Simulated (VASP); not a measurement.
Write the native input for VASP 6.6.1 that does the following.

- Task: single point
- Functional: PBE
- Potentials or basis: VASP PAW PBE potentials, release 64 (W_sv, Se)
- Cutoff: 520 eV
- k mesh: 12 × 12 × 12
- Occupations: gaussian, width 0.1 eV
- Spin: no spin polarisation
- Dipole correction: no
- Further INCAR settings: ALGO = Normal; EDIFF = 1e-07; NBANDS = 24

The structure of WSe3 lies in POSCAR:

```
WSe3
1.0
    0.0000000000      3.2724364563      3.2724364563
    3.2724364563      0.0000000000      3.2724364563
    3.2724364563      3.2724364563      0.0000000000
W Se
1 3
Direct
    0.0000000000      0.0000000000      0.0000000000
    0.5000000000      0.5000000000      0.5000000000
    0.2500000000      0.2500000000      0.2500000000
    0.7500000000      0.7500000000      0.7500000000
```

One way to write it, as run:

INCAR

```
ALGO = Normal
EDIFF = 1E-7
ENCUT = 520
GGA = PE
ISIF = 2
ISMEAR = 0
LASPH = True
LCHARG = False
LREAL = False
LWAVE = False
NBANDS = 24
NELM = 60
PREC = Accurate
SIGMA = 0.1
```

KPOINTS

```
k-points
0
Gamma
  12 12 12
```

Potentials or basis: VASP PAW PBE potentials, release 64 (W_sv, Se).

Run with:

```sh
$ cat potpaw_PBE.64/W_sv/POTCAR potpaw_PBE.64/Se/POTCAR > POTCAR
$ mpirun -np 1 vasp_std > vasp.out
```

It gave:

```json
{
  "Pressure": "0.1 GPa",
  "Band gap on the k mesh": "zero (band 16 reaches 8.91 eV, above the bottom of band 17 at 7.03 eV)"
}
```

Caveat: spin-orbit coupling is left out, which moves the levels of the heavy elements.

It took 110 s on 1 thread of Intel Xeon 6975P-C (shared host), peak memory 0.27 GiB.
